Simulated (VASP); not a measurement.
# F (P6_3/mmc) in VASP: notebook

F is run at these levels: PBEsol; tasks: single point.

Program: VASP 6.6.1. These are calculated values, not measurements. Logs are shortened: lines on timing, memory, paths and dates and some standing lists are left out, and cuts for length are marked.

### Step 1. The cell of the first run

It takes space group P6_3/mmc (No. 194, hexagonal). Conventional cell: a = 2.513 Å, b = 2.513 Å, c = 2.868 Å, α = 90.00°, β = 90.00°, γ = 120.00°. Within 2.7 Å of F (site symmetry -6m2) lie 12 F at 2.04 to 2.51 Å.

### Step 2. Single point, PBEsol (7.84 Å³/atom)

File INCAR:

```
  PREC = Accurate
  ENCUT = 520
  EDIFF = 1E-6
  ISMEAR = -1
  SIGMA = 0.1
  LREAL = False
  LASPH = True
  NELM = 60
  ALGO = Normal
  ISIF = 2
  LWAVE = False
  LCHARG = False
  GGA = PS
  NBANDS = 14
```

File KPOINTS:

```
regular mesh
0
Gamma
  18 18 10
```

File POSCAR:

```
F
1.0
    2.5131615857      0.0000000000      0.0000000000
   -1.2565807929      2.1764617770      0.0000000000
    0.0000000000      0.0000000000      2.8680561719
F
2
Direct
    0.3333333333      0.6666666667      0.2500000000
    0.6666666667      0.3333333333      0.7500000000
```

Potentials or basis: VASP PAW PBE potentials, release 64 (F).

Launch:

```console
> cat potpaw_PBE.64/F/POTCAR > POTCAR
> mpirun -np 1 vasp_std > vasp.out
```

OUTCAR:

```text
PREC = Accurate
   ENCUT = 520
   EDIFF = 1E-6
   ISMEAR = -1
   LREAL = False
   LASPH = True
   NELM = 60
   ISIF = 2
   GGA = PS

 ion  position               nearest neighbor table
   1  0.333  0.667  0.250-
   2  0.667  0.333  0.750-

  LATTYP: Found a hexagonal cell.
 ALAT       =     2.5131615857
 C/A-ratio  =     1.1412143923

  Lattice vectors:

 A1 = (   2.5131615857,   0.0000000000,   0.0000000000)
 A2 = (  -1.2565807929,   2.1764617770,   0.0000000000)
 A3 = (   0.0000000000,   0.0000000000,   2.8680561719)

Analysis of symmetry for initial positions (statically):
=====================================================================
 Subroutine PRICEL returns:
 Original cell was already a primitive cell.

 Routine SETGRP: Setting up the symmetry group for a
 hexagonal supercell.

 Subroutine GETGRP returns: Found 24 space group operations
 (whereof 12 operations were pure point group operations)
 out of a pool of 24 trial point group operations.

The static configuration has the point symmetry D_3d.
 The point group associated with its full space group is D_6h.

Analysis of symmetry for dynamics (positions and initial velocities):
=====================================================================
 Subroutine PRICEL returns:
 Original cell was already a primitive cell.

 Routine SETGRP: Setting up the symmetry group for a
 hexagonal supercell.

 Subroutine GETGRP returns: Found 24 space group operations
 (whereof 12 operations were pure point group operations)
 out of a pool of 24 trial point group operations.

The dynamic configuration has the point symmetry D_3d.
 The point group associated with its full space group is D_6h.

 Subroutine INISYM returns: Found 24 space group operations
 (whereof 12 operations are pure point group operations),
 and found     1 'primitive' translations

----------------------------------------------------------------------------------------

                                     Primitive cell

  volume of cell :      15.6877

  direct lattice vectors                    reciprocal lattice vectors
     2.513161586  0.000000000  0.000000000     0.397905175  0.229730660  0.000000000
    -1.256580793  2.176461777  0.000000000     0.000000000  0.459461320  0.000000000
     0.000000000  0.000000000  2.868056172     0.000000000  0.000000000  0.348668206

  length of vectors
[... 84 lines left out ...]
   EDIFFG = 0.1E-04   stopping-criterion for IOM
   NSW    =      0    number of steps for IOM
   IBRION =     -1    ionic relax: 0-MD 1-quasi-New 2-CG
   NFREE  =      0    steps in history (QN), initial steepest desc. (CG)
   ISIF   =      2    stress and relaxation
   ISYM   =      2    0-nonsym 1-usesym 2-fastsym
   POTIM  = 0.5000    time-step for ionic-motion
   TEBEG  =    0.0;   TEEND  =   0.0 temperature during run
   PSTRESS=    0.0 pullay stress
   NELECT =      14.0000    total number of electrons
   NUPDOWN=      -1.0000    fix difference up-down
   EMIN   =  10.00;   EMAX   =-10.00  energy-range for DOS
   EFERMI =   0.00;   METHOD = LEGACY
   ISMEAR =    -1;   SIGMA  =   0.10  broadening in eV -4-tet -1-fermi 0-gaus
   EFERMI_NEDOS =   21; number of points for ismear=-14 and -15
   IALGO  =     38    algorithm
   IMIX   =      4    mixing-type and parameters
     AMIX     =   0.40;   BMIX     =  1.00
     AMIX_MAG =   1.60;   BMIX_MAG =  1.00
  volume/ion in A,a.u.               =       7.84        52.93
  Fermi-wavevector in a.u.,A,eV,Ry     =   1.576151  2.978493 33.800298  2.484252
  Thomas-Fermi vector in A             =   2.677027
   LORBIT       =      0    0 simple, 1 ext, 2 COOP (PROOUT), +10 PAW based schemes
   GGA     = PS    functional components
   LHFCALC =     F    Hartree Fock is set to
   AEXX    =    0.0000 exact exchange contribution
   IVDW    =     0    specifies the selected vdW correction
   LEPSILON=     F    determine dielectric tensor
   LRPA    =     F    only Hartree local field effects (RPA)
 non-spin polarized calculation
  energy-cutoff  :      520.00
  volume of cell :       15.69
 maximum number of plane-waves:       436
 NGX is ok and might be reduce to    20
   NGX =  9   NGY =  9   NGZ = 11

 number of electron      13.9999994 magnetization

 Free energy of the ion-electron system (eV)
  ---------------------------------------------------
  ext. energy  EPLUGINS =         0.00000000
  ---------------------------------------------------
  free energy    TOTEN  =        -2.05888476 eV

  energy without entropy =       -1.96828330  energy(sigma->0) =       -2.01358403

 E-fermi :  -0.4044     XC(G=0): -12.0089

 val. band max:       -0.4050473313   @ k =   0.3889   0.1667   0.0000
 cond. band min:      -0.4024848876   @ k =   0.3333   0.2778   0.3000
 fundamental gap:      0.0025624437
 Fermi energy:        -0.4043581508

 k-point     1 :       0.0000    0.0000    0.0000
  band No.  band energies     occupation
      1     -24.6930      2.00000
      2     -19.5004      2.00000
      3      -5.8854      2.00000
      4      -2.5386      2.00000
      5      -2.5386      2.00000
      6      -0.5004      1.44632
      7      -0.5004      1.44631
      8       0.5304      0.00017
      9      14.4270      0.00000
     10      19.3410      0.00000
     11      29.7064      0.00000
     12      29.7064      0.00000
     13      29.8331      0.00000
     14      33.7721      0.00000
[... 377 lines left out ...]
      1     -22.4537      2.00000
      2     -20.7594      2.00000
      3      -5.4263      2.00000
      4      -3.7308      2.00000
      5      -3.6591      2.00000
      6      -2.3883      2.00000
      7      -1.6265      1.99999
      8      -0.2605      0.38358
      9      18.0030      0.00000
     10      22.4742      0.00000
     11      23.0557      0.00000
     12      25.5086      0.00000
     13      31.9891      0.00000
     14      34.0849      0.00000

 [... further k-points ...]
[... 5 lines left out ...]
  --------------------------------------------------------------------------------------
  -------------------------------------------------------------------------------------
  Total        2.2190299      2.2190299      2.2295152     -0.0000000      0.0000000      0.0000000
  in kB      226.6285519    226.6285519    227.6994127     -0.0000000      0.0000000      0.0000000
  external PRESSURE =     226.9855055 kB  Pullay stress =       0.0000000 kB

 VOLUME and BASIS-vectors are now :
 -----------------------------------------------------------------------------
  energy-cutoff  :      520.00
  volume of cell :       15.69
      direct lattice vectors                 reciprocal lattice vectors
     2.513161586  0.000000000  0.000000000     0.397905175  0.229730660  0.000000000
    -1.256580793  2.176461777  0.000000000     0.000000000  0.459461320  0.000000000
     0.000000000  0.000000000  2.868056172     0.000000000  0.000000000  0.348668206

 POSITION                                       TOTAL-FORCE (eV/Angst)
 -----------------------------------------------------------------------------------
     -0.00000      1.45097      0.71701        -0.000000      0.000000      0.000000
      1.25658      0.72549      2.15104         0.000000     -0.000000      0.000000
 -----------------------------------------------------------------------------------
    total drift:                               -0.000000      0.000000      0.000000

  FREE ENERGIE OF THE ION-ELECTRON SYSTEM (eV)
  ---------------------------------------------------
  free  energy   TOTEN  =        -2.0588847553 eV

  energy  without entropy=       -1.9682833016  energy(sigma->0) =       -2.01358403
```

It took 56 s on 1 thread of Intel Xeon 8259CL, shared host; peak memory 0.15 GiB.

What came out:

| Quantity | Value |
| --- | --- |
| Free energy | -2.0589 eV |
| Pressure | 22.7 GPa |
| Band gap on the k mesh | zero (bands 7 and 8 overlap by 1.91 eV) |

Levels at points of the mesh, in eV from the Fermi level:
```tsv
k point	band 5	band 6	band 7	band 8	band 9	band 10
(0.00, 0.00, 0.00)	-2.13	-0.10	-0.10	0.93	14.83	19.75
(0.50, 0.00, 0.00)	-3.23	-2.02	-1.25	0.30	18.19	22.78
(0.00, 0.00, 0.50)	-1.09	-1.09	-1.09	-1.09	18.66	18.66
(0.50, 0.00, 0.50)	-1.71	-1.71	0.12	0.12	20.13	20.13
```

Caveat: the cell stands under pressure; the PAW data sets were made with another functional, which shifts forces and pressure a little.

(Continued in part 2 of 2.)
